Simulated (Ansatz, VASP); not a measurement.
## Two plane-wave programs on ZnCd2Te3

```
CELL_PARAMETERS angstrom
4.95562 0.00000 0.00000
-2.47781 4.29169 0.00000
0.00000 0.00000 10.86573
ATOMIC_POSITIONS crystal
Zn 0.00000 0.00000 0.00000
Cd 0.33333 0.66667 0.00000
Cd 0.66667 0.33333 0.00000
Te 0.00000 0.00000 0.24461
Te 0.00000 0.00000 0.75539
Te 0.00000 0.00000 0.50000
```

Alike in both runs: task relaxation of cell and atoms; functional PBE; k mesh 12 × 12 × 4; occupations gaussian, width 0.1 eV; no spin polarisation.

```csv
,VASP,Ansatz
version,VASP 6.6.1,Ansatz 0.2.0
potentials or method,"VASP PAW PBE potentials, release 64 (Zn, Cd, Te), cutoff 600 eV","scalar-relativistic, plane waves, PAW"
valence electrons in the cell,54,100
```

|  | VASP | Ansatz | Ansatz less VASP |
| --- | --- | --- | --- |
| gap on the k mesh at the Fermi level, each at its own relaxed structure (eV) | none | none | - |
| relaxed volume (Å³/atom) | 38.41 | 38.28 | -0.133 |
| relaxed length of the cell vector where the two differ most in proportion (Å) | 4.920 | 4.910 | -0.0100 |

A gap of «none» marks a metal or a gap that the smearing closes. VASP's potentials hold 54 valence electrons a cell and Ansatz's 100, so a difference there can come from the potentials and not from the codes.

Spin-orbit coupling is off throughout.
